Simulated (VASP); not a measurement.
# CsPbI2Br (P4/mmm) in VASP: single point with PBE-based screened hybrid with 30 % exact exchange

Aim: the single point of CsPbI2Br with PBE-based screened hybrid with 30 % exact exchange.

Everything below comes from runs of VASP 6.6.1. Logs are shortened: lines on timing, memory, paths and dates and some standing lists are left out, and cuts for length are marked.

## (1) The cell of the first run

It takes space group P4/mmm (No. 123, tetragonal). Conventional cell: a = 6.365 Å, b = 6.365 Å, c = 5.924 Å, α = 90.00°, β = 90.00°, γ = 90.00°. Cs (site symmetry 4/mmm) has 8 I at 4.35 Å and 4 Br at 4.50 Å and 8 Pb at 5.39 Å and 2 Cs at 5.92 Å within 6.0 Å. Within 3.9 Å of Pb (site symmetry 4/mmm) lie 2 Br at 2.96 Å and 4 I at 3.18 Å. Within 4.6 Å of I (site symmetry mmm) lie 2 Pb at 3.18 Å and 4 Cs at 4.35 Å and 4 Br at 4.35 Å and 4 I at 4.50 Å. Br (site symmetry 4/mmm) has 2 Pb at 2.96 Å within 3.9 Å.

## (2) Single point, PBE-based screened hybrid with 30 % exact exchange

POSCAR reads:

```
CsPbI2Br
1.0
    6.3651183266      0.0000000000      0.0000000000
    0.0000000000      6.3651183266      0.0000000000
    0.0000000000      0.0000000000      5.9242421253
Cs Pb I Br
1 1 2 1
Direct
    0.5000000000      0.5000000000      0.5000000000
    0.0000000000      0.0000000000      0.0000000000
    0.0000000000      0.5000000000      0.0000000000
    0.5000000000      0.0000000000      0.0000000000
    0.0000000000      0.0000000000      0.5000000000
```

INCAR.step1 reads:

```
ALGO = Normal
EDIFF = 1E-5
ENCUT = 520
GGA = PE
ISIF = 2
ISMEAR = 0
LASPH = T
LREAL = F
LWAVE = T
NBANDS = 30
NELM = 80
PREC = Accurate
SIGMA = 0.01
```

INCAR.step2 reads:

```
AEXX = 0.3
ALGO = Normal
EDIFF = 1E-6
ENCUT = 520
GGA = PE
HFSCREEN = 0.2078
ISIF = 2
ISMEAR = 0
ISTART = 1
LASPH = T
LCHARG = T
LELF = T
LHFCALC = T
LREAL = F
LVHAR = T
LWAVE = F
NBANDS = 30
NELM = 80
PREC = Accurate
PRECFOCK = Fast
SIGMA = 0.01
```

KPOINTS reads:

```
k-points
0
Gamma
  2 2 2
```

Potentials or basis: VASP PAW PBE potentials, release 64 (Cs_sv, Pb_d, I, Br).

Run with:

```bash
> cat potpaw_PBE.64/Cs_sv/POTCAR potpaw_PBE.64/Pb_d/POTCAR potpaw_PBE.64/I/POTCAR potpaw_PBE.64/Br/POTCAR > POTCAR
> cp INCAR.step1 INCAR
> mpirun -np 1 vasp_std > vasp.out
> cp INCAR.step2 INCAR
> mpirun -np 1 vasp_std > vasp.out
```

OUTCAR:

```text
AEXX = 0.3
   EDIFF = 1E-6
   ENCUT = 520
   GGA = PE
   HFSCREEN = 0.2078
   ISIF = 2
   ISMEAR = 0
   ISTART = 1
   LASPH = T
   LHFCALC = T
   LREAL = F
   NELM = 80
   PREC = Accurate
   PRECFOCK = Fast

 ion  position               nearest neighbor table
   1  0.500  0.500  0.500-
   2  0.000  0.000  0.000-   5 2.96   5 2.96   3 3.18   4 3.18   3 3.18   4 3.18
   3  0.000  0.500  0.000-   2 3.18   2 3.18
   4  0.500  0.000  0.000-   2 3.18   2 3.18
   5  0.000  0.000  0.500-   2 2.96   2 2.96

  LATTYP: Found a simple tetragonal cell.
 ALAT       =     6.3651183266
 C/A-ratio  =     0.9307355844

  Lattice vectors:

 A1 = (   6.3651183266,   0.0000000000,   0.0000000000)
 A2 = (   0.0000000000,   6.3651183266,   0.0000000000)
 A3 = (   0.0000000000,   0.0000000000,   5.9242421253)

Analysis of symmetry for initial positions (statically):
=====================================================================
 Subroutine PRICEL returns:
 Original cell was already a primitive cell.

 Routine SETGRP: Setting up the symmetry group for a
 simple tetragonal supercell.

 Subroutine GETGRP returns: Found 16 space group operations
 (whereof 16 operations were pure point group operations)
 out of a pool of 16 trial point group operations.

The static configuration has the point symmetry D_4h.

Analysis of symmetry for dynamics (positions and initial velocities):
=====================================================================
 Subroutine PRICEL returns:
 Original cell was already a primitive cell.

 Routine SETGRP: Setting up the symmetry group for a
 simple tetragonal supercell.

 Subroutine GETGRP returns: Found 16 space group operations
 (whereof 16 operations were pure point group operations)
 out of a pool of 16 trial point group operations.

The dynamic configuration has the point symmetry D_4h.

 Subroutine INISYM returns: Found 16 space group operations
 (whereof 16 operations are pure point group operations),
 and found     1 'primitive' translations

----------------------------------------------------------------------------------------

                                     Primitive cell

  volume of cell :     240.0191

  direct lattice vectors                    reciprocal lattice vectors
     6.365118327  0.000000000  0.000000000     0.157106270  0.000000000  0.000000000
     0.000000000  6.365118327  0.000000000     0.000000000  0.157106270  0.000000000
     0.000000000  0.000000000  5.924242125     0.000000000  0.000000000  0.168797962

  length of vectors
     6.365118327  6.365118327  5.924242125     0.157106270  0.157106270  0.168797962

  position of ions in fractional coordinates (direct lattice)
     0.500000000  0.500000000  0.500000000
     0.000000000  0.000000000  0.000000000
     0.000000000  0.500000000  0.000000000
     0.500000000  0.000000000  0.000000000
     0.000000000  0.000000000  0.500000000

  ion indices of the primitive-cell ions
   primitive index   ion index
                 1           1
                 2           2
                 3           3
                 4           4
                 5           5

----------------------------------------------------------------------------------------

 KPOINTS: k-points

Automatic generation of k-mesh.
 Grid dimensions read from file:
 generate k-points for:    2    2    2

 Generating k-lattice:

  Cartesian coordinates                     Fractional coordinates (reciprocal lattice)
     0.078553135  0.000000000  0.000000000     0.500000000  0.000000000  0.000000000
     0.000000000  0.078553135  0.000000000     0.000000000  0.500000000  0.000000000
     0.000000000  0.000000000  0.084398981     0.000000000  0.000000000  0.500000000

  Length of vectors
     0.078553135  0.078553135  0.084398981

  Shift w.r.t. Gamma in fractional coordinates (k-lattice)
     0.000000000  0.000000000  0.000000000

 Subroutine IBZKPT returns following result:
 ===========================================

 Found      6 irreducible k-points:

 Following reciprocal coordinates:
            Coordinates               Weight
  0.000000  0.000000  0.000000      1.000000
  0.500000  0.000000  0.000000      2.000000
  0.500000  0.500000  0.000000      1.000000
  0.000000  0.000000  0.500000      1.000000
  0.500000  0.000000  0.500000      2.000000
  0.500000  0.500000  0.500000      1.000000
   k-points           NKPTS =      6   k-points in BZ     NKDIM =      8   number of bands    NBANDS=     30
   number of dos      NEDOS =    301   number of ions     NIONS =      5
   total plane-waves  NPLWV = 110592
   dimension x,y,z NGX =    48 NGY =   48 NGZ =   48
   dimension x,y,z NGXF=    96 NGYF=   96 NGZF=   96
   ions per type =               1   1   2   1
   NGX,Y,Z   is equivalent  to a cutoff of  12.54, 12.54, 13.47 a.u.
   NGXF,Y,Z  is equivalent  to a cutoff of  25.07, 25.07, 26.94 a.u.
 SYSTEM =  unknown system
   PREC   = accura    normal or accurate (medium, high low for compatibility)
   ISTART =      1    job   : 0-new  1-cont  2-samecut
   ICHARG =      0    charge: 1-file 2-atom 10-const
   ISPIN  =      1    spin polarized calculation?
   LNONCOLLINEAR =      F non collinear calculations
   LSORBIT =      F    spin-orbit coupling
   LASPH  =      T    aspherical Exc in radial PAW
   ENCUT  =  520.0 eV  38.22 Ry    6.18 a.u.  11.83 11.83 11.02*2*pi/ulx,y,z
   NELM   =     80;   NELMIN=  2; NELMDL=  0     # of ELM steps
   EDIFF  = 0.1E-05   stopping-criterion for ELM
   LREAL  =      F    real-space projection
   EDIFFG = 0.1E-04   stopping-criterion for IOM
   NSW    =      0    number of steps for IOM
   IBRION =     -1    ionic relax: 0-MD 1-quasi-New 2-CG
   NFREE  =      0    steps in history (QN), initial steepest desc. (CG)
   ISIF   =      2    stress and relaxation
   ISYM   =      3    0-nonsym 1-usesym 2-fastsym
   POTIM  = 0.5000    time-step for ionic-motion
   TEBEG  =    0.0;   TEEND  =   0.0 temperature during run
   PSTRESS=    0.0 pullay stress
   NELECT =      44.0000    total number of electrons
   NUPDOWN=      -1.0000    fix difference up-down
   EMIN   =  10.00;   EMAX   =-10.00  energy-range for DOS
   EFERMI =   0.00;   METHOD = LEGACY
   ISMEAR =     0;   SIGMA  =   0.01  broadening in eV -4-tet -1-fermi 0-gaus
   EFERMI_NEDOS =   21; number of points for ismear=-14 and -15
   IALGO  =     38    algorithm
   IMIX   =      1    mixing-type and parameters
     AMIX     =   0.40;   BMIX     =  1.00
     AMIX_MAG =   1.60;   BMIX_MAG =  1.00
  volume/ion in A,a.u.               =      48.00       323.95
  Fermi-wavevector in a.u.,A,eV,Ry     =   0.929988  1.757422 11.767364  0.864877
  Thomas-Fermi vector in A             =   2.056328
   LORBIT       =      0    0 simple, 1 ext, 2 COOP (PROOUT), +10 PAW based schemes
   GGA     = PE    functional components
   LHFCALC =     T    Hartree Fock is set to
   PRECFOCK=fast      Normal, Fast or Accurate (Low or Medium for compatibility)
   ENCUT4O =  -1.0   cutoff for four orbital integrals eV
   NKREDX  =     1    reduce k-point grid by
   NKREDY  =     1    reduce k-point grid by
   NKREDZ  =     1    reduce k-point grid by
   AEXX    =    0.3000 exact exchange contribution
   HFSCREEN=    0.2078 screening length (either q_TF or 0.3 A-1)
   HFSCREENC=   0.2078 screening length for correlation (either q_TF or 0.3 A-1)
   ENCUTFOCK=  -1.0 apply spherical cutoff to Coloumb kernel
   IVDW    =     0    specifies the selected vdW correction
   LEPSILON=     F    determine dielectric tensor
   LRPA    =     F    only Hartree local field effects (RPA)
 non-spin polarized calculation
 Gauss-broadening in eV      SIGMA  =   0.01
  energy-cutoff  :      520.00
  volume of cell :      240.02
 maximum number of plane-waves:      6512
 NGX is ok and might be reduce to    48
  NGX = 28; NGY = 28; NGZ = 24

 number of electron      43.9999995 magnetization

 Free energy of the ion-electron system (eV)
  ---------------------------------------------------
  ext. energy  EPLUGINS =         0.00000000
  ---------------------------------------------------
  free energy    TOTEN  =       -17.38156913 eV

  energy without entropy =      -17.38156913  energy(sigma->0) =      -17.38156913

 E-fermi :   0.8639     XC(G=0):  -5.9479

 val. band max:        0.7685986383   @ k =   0.5000   0.5000   0.5000
 cond. band min:       2.9310875006   @ k =   0.5000   0.5000   0.5000
 fundamental gap:      2.1624888622
 Fermi energy:         0.8639117604

 k-point     1 :       0.0000    0.0000    0.0000
  band No.  band energies     occupation
      1     -22.5838      2.00000
      2     -18.1729      2.00000
      3     -18.1491      2.00000
      4     -18.0830      2.00000
      5     -18.0639      2.00000
      6     -18.0639      2.00000
[... 22 lines left out ...]
     29       7.4061      0.00000
     30       7.4062      0.00000

 k-point     2 :       0.5000    0.0000    0.0000
  band No.  band energies     occupation
      1     -22.5835      2.00000
      2     -18.1714      2.00000
      3     -18.1420      2.00000
      4     -18.0835      2.00000
      5     -18.0645      2.00000
      6     -18.0639      2.00000
[... 22 lines left out ...]
     29       7.0573      0.00000
     30       7.7089      0.00000

 k-point     3 :       0.5000    0.5000    0.0000
  band No.  band energies     occupation
      1     -22.5832      2.00000
      2     -18.1692      2.00000
      3     -18.1356      2.00000
      4     -18.0842      2.00000
      5     -18.0645      2.00000
      6     -18.0645      2.00000
[... 22 lines left out ...]
     29       7.5893      0.00000
     30       7.5893      0.00000

 k-point     4 :       0.0000    0.0000    0.5000
  band No.  band energies     occupation
      1     -22.5830      2.00000
      2     -18.1490      2.00000
      3     -18.1263      2.00000
      4     -18.0830      2.00000
      5     -18.0650      2.00000
      6     -18.0650      2.00000
[... 22 lines left out ...]
     29       7.2584      0.00000
     30       7.5334      0.00000

 k-point     5 :       0.5000    0.0000    0.5000
  band No.  band energies     occupation
      1     -22.5827      2.00000
      2     -18.1432      2.00000
      3     -18.1231      2.00000
      4     -18.0835      2.00000
      5     -18.0656      2.00000
      6     -18.0649      2.00000
[... 22 lines left out ...]
     29       7.6963      0.00000
     30       7.9239      0.00000

 k-point     6 :       0.5000    0.5000    0.5000
  band No.  band energies     occupation
      1     -22.5824      2.00000
      2     -18.1356      2.00000
      3     -18.1216      2.00000
      4     -18.0842      2.00000
      5     -18.0656      2.00000
      6     -18.0656      2.00000
[... 22 lines left out ...]
     29       6.8932      0.00000
     30       7.8611      0.00000

------------------------ aborting loop because EDIFF is reached ----------------------------------------

  FORCE on cell =-STRESS in cart. coord.  units (eV):
  Direction    XX          YY          ZZ          XY          YZ          ZX
  --------------------------------------------------------------------------------------
  -------------------------------------------------------------------------------------
  Total        1.5994248      1.5994248      1.4986273      0.0000000     -0.0000000      0.0000000
  in kB       10.6764934     10.6764934     10.0036491      0.0000000     -0.0000000      0.0000000
  external PRESSURE =      10.4522120 kB  Pullay stress =       0.0000000 kB

 VOLUME and BASIS-vectors are now :
 -----------------------------------------------------------------------------
  energy-cutoff  :      520.00
  volume of cell :      240.02
      direct lattice vectors                 reciprocal lattice vectors
     6.365118327  0.000000000  0.000000000     0.157106270  0.000000000  0.000000000
     0.000000000  6.365118327  0.000000000     0.000000000  0.157106270  0.000000000
     0.000000000  0.000000000  5.924242125     0.000000000  0.000000000  0.168797962

 POSITION                                       TOTAL-FORCE (eV/Angst)
 -----------------------------------------------------------------------------------
      3.18256      3.18256      2.96212         0.000000      0.000000      0.000000
      0.00000      0.00000      0.00000         0.000000      0.000000      0.000000
      0.00000      3.18256      0.00000         0.000000      0.000000      0.000000
      3.18256      0.00000      0.00000         0.000000      0.000000      0.000000
      0.00000      0.00000      2.96212         0.000000      0.000000      0.000000
 -----------------------------------------------------------------------------------
    total drift:                                0.000003     -0.000017     -0.000002

  FREE ENERGIE OF THE ION-ELECTRON SYSTEM (eV)
  ---------------------------------------------------
  free  energy   TOTEN  =       -17.3815691348 eV

  energy  without entropy=      -17.3815691348  energy(sigma->0) =      -17.38156913
```

Wall time 4.5 min (1 thread of Intel Xeon Platinum 8488C (Sapphire Rapids), shared host); peak memory 0.47 GiB.

What came out:

```yaml
Free_energy: -17.3816 eV
Pressure: 1.0 GPa
Band_gap_on_the_k_mesh: 2.16 eV
```

Caveat: the k points lie up to 0.53 Å⁻¹ apart; the PAW data sets were made with another functional, which shifts forces and pressure a little; spin-orbit coupling is left out, which moves the levels of the heavy elements. A k mesh can miss the band edges.
